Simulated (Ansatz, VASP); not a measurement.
## Two plane-wave programs on KF

Contents of POSCAR:

```
KF
1.0
    0.0000000000      2.6544134050      2.6544134050
    2.6544134050      0.0000000000      2.6544134050
    2.6544134050      2.6544134050      0.0000000000
K F
1 1
Direct
    0.0000000000      0.0000000000      0.0000000000
    0.5000000000      0.5000000000      0.5000000000
```

INCAR.step1

```
PREC     = Accurate       # precision mode
ENCUT    = 660            # plane-wave cutoff, eV
ISMEAR   = 0              # smearing method
SIGMA    = 0.1            # smearing width, eV
LREAL    = False          # projectors in reciprocal space
LASPH    = True           # aspherical terms in the spheres
NELM     = 120            # most SCF steps
NBANDS   = 15             # bands
GGA      = PE             # functional
ALGO     = Normal         # electronic algorithm
EDIFF    = 1E-5           # SCF threshold, eV
LWAVE    = True           # write WAVECAR
LCHARG   = False          # write CHGCAR
GGA_COMPAT= False
```

The input INCAR.step2:

```
PREC     = Accurate       # precision mode
ENCUT    = 660            # plane-wave cutoff, eV
EDIFF    = 1E-6           # SCF threshold, eV
ISMEAR   = 0              # smearing method
SIGMA    = 0.1            # smearing width, eV
LREAL    = False          # projectors in reciprocal space
LASPH    = True           # aspherical terms in the spheres
NELM     = 120            # most SCF steps
ALGO     = Normal         # electronic algorithm
ISIF     = 2              # what is computed and relaxed
LWAVE    = False          # write WAVECAR
LCHARG   = False          # write CHGCAR
METAGGA  = R2SCAN         # meta-GGA
LMIXTAU  = True         
NBANDS   = 15             # bands
ISTART   = 1            
GGA_COMPAT= False
```

The input KPOINTS:

```
regular mesh
0
Gamma
  8 8 8
```

Input for Ansatz:

```yaml
crystal:
  lattice:
    - [0.0, 2.654413405, 2.654413405]
    - [2.654413405, 0.0, 2.654413405]
    - [2.654413405, 2.654413405, 0.0]
  atoms:
    - { symbol: K, position: [0.0, 0.0, 0.0] }
    - { symbol: F, position: [0.5, 0.5, 0.5] }
basis:
  ecutwfc: 500
kpoints:
  mp_grid: { grid: [8, 8, 8] }
hamiltonian:
  xc: r2scan
scf:
  occupations: { method: gaussian, width: 0.1 }
output:
  forces: true
  stress: true
  eigenvalues: true
```

Alike in both runs: task single point; functional r2SCAN; k mesh 8 × 8 × 8; occupations gaussian, width 0.1 eV; no spin polarisation.

|  | VASP | Ansatz |
| --- | --- | --- |
| version | VASP 6.6.1 | Ansatz 0.2.0 |
| potentials or method | VASP PAW PBE potentials, release 64 (K_sv, F), cutoff 660 eV | scalar-relativistic, plane waves, PAW |
| valence electrons in the cell | 16 | 16 |

```csv
,VASP,Ansatz,Ansatz less VASP
gap on the k mesh at the Fermi level (eV),6.94,6.94,-0.004
least direct gap on the mesh (eV),6.94,6.94,-0.004
pressure (GPa),0.1,0.2,+0.06
```

VASP's potentials were made for PBE, not for r2SCAN.
